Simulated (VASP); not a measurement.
# Bi2Se3: single point with PBE

Crystal: Bi2Se3.

```
Bi Se
1.0
     2.11213    1.21944    9.73254
    -2.11213    1.21944    9.73254
     0.00000   -2.43887    9.73254
Bi Se
2 3
Direct
  0.40080 0.40080 0.40080
  0.59920 0.59920 0.59920
  0.00000 0.00000 0.00000
  0.21170 0.21170 0.21170
  0.78830 0.78830 0.78830
```

```json
{"Program": "VASP 6.6.1", "Task": "single point", "Functional": "PBE", "Potentials or basis": "VASP PAW PBE potentials, release 64 (Bi_d, Se)", "Cutoff": "520 eV", "k mesh": "6 × 6 × 6", "Occupations": "fermi-dirac, width 0.03 eV", "Spin": "no spin polarisation"}
```

- Pressure: -0.9 GPa
- Largest force: 0.238 eV/Å
- Band gap on the k mesh: 0.26 eV

Forces in eV/Å, atoms in the order of the input:
```
Bi   0.000  0.000 -0.020
Bi   0.000  0.000  0.020
Se   0.000  0.000  0.000
Se   0.000  0.000  0.238
Se   0.000  0.000 -0.238
```

Stress tensor (GPa, compression positive):
```
-0.98  0.00  0.00
 0.00 -0.98  0.00
 0.00  0.00 -0.87
```

Levels at points of the mesh, in eV from the valence-band top:
```csv
k point,band 22,band 23,band 24,band 25,band 26,band 27
"(0.00, 0.00, 0.00)",-1.04,-1.04,0.00,0.26,1.45,1.45
"(0.50, 0.00, 0.00)",-1.91,-1.06,-0.50,0.90,1.95,2.98
"(0.50, 0.50, 0.00)",-1.68,-1.42,-0.90,1.39,1.99,2.54
"(0.50, 0.50, 0.50)",-1.19,-1.19,-0.42,0.68,1.73,1.73
```

Wall time 10 min on 1 thread of Intel(R) Xeon(R) 6975P-C (Granite Rapids), with other jobs on the host, peak memory 0.93 GiB.

Caveat: spin-orbit coupling is left out, which moves the levels of the heavy elements. A k mesh can miss the band edges.
